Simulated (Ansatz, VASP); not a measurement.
**Au in VASP and in Ansatz**

File INCAR:

```
PREC = Accurate
ENCUT = 520
EDIFF = 1E-7
ISMEAR = 0
SIGMA = 0.1
LREAL = False
LASPH = True
NELM = 80
ALGO = Normal
ISIF = 2
LWAVE = False
LCHARG = True
GGA = PS
LELF = True
LVHAR = True
NBANDS = 18
```

File KPOINTS:

```
Automatic mesh
0
Gamma
  6 6 6
```

File POSCAR:

```
Au
1.0
   -2.9270896287      2.9270896287      1.5431055980
    2.9270896287     -2.9270896287      1.5431055980
    2.9270896287      2.9270896287     -1.5431055980
Au
2
Direct
    0.7500000000      0.2500000000      0.5000000000
    0.0000000000      0.0000000000      0.0000000000
```

Input for Ansatz:

```yaml
crystal:
  lattice:
    - [-2.9270896287, 2.9270896287, 1.543105598]
    - [2.9270896287, -2.9270896287, 1.543105598]
    - [2.9270896287, 2.9270896287, -1.543105598]
  atoms:
    - { symbol: Au, position: [0.75, 0.25, 0.5] }
    - { symbol: Au, position: [0.0, 0.0, 0.0] }
basis:
  ecutwfc: 420
kpoints:
  mp_grid: { grid: [6, 6, 6] }
hamiltonian:
  xc: pbesol
scf:
  occupations: { method: gaussian, width: 0.1 }
output:
  forces: true
  stress: true
  eigenvalues: true
```

Alike in both runs: task single point; functional PBEsol; k mesh 6 × 6 × 6; occupations gaussian, width 0.1 eV; no spin polarisation.

|  | VASP | Ansatz |
| --- | --- | --- |
| version | VASP 6.6.1 | Ansatz 0.2.0 |
| potentials or method | VASP PAW PBE potentials, release 64 (Au), cutoff 520 eV | scalar-relativistic, plane waves, PAW |
| valence electrons in the cell | 22 | 38 |

```tsv
	VASP	Ansatz	Ansatz less VASP
gap on the k mesh at the Fermi level (eV)	none	none	-
pressure (GPa)	-18.3	-18.3	+0.02
traceless stress, the component that is largest in VASP (GPa)	-3.27	-3.27	-0.005
```

VASP's potentials were made for PBE, not for PBEsol. A gap of «none» marks a metal or a gap that the smearing closes. With one functional, cell and mesh, what is left measures potentials, basis and numerics. VASP's potentials hold 22 valence electrons a cell and Ansatz's 38, so a difference there can come from the potentials and not from the codes.

The k mesh is coarse, so the values compare programs but aren't converged. Neither program's run includes spin-orbit coupling.
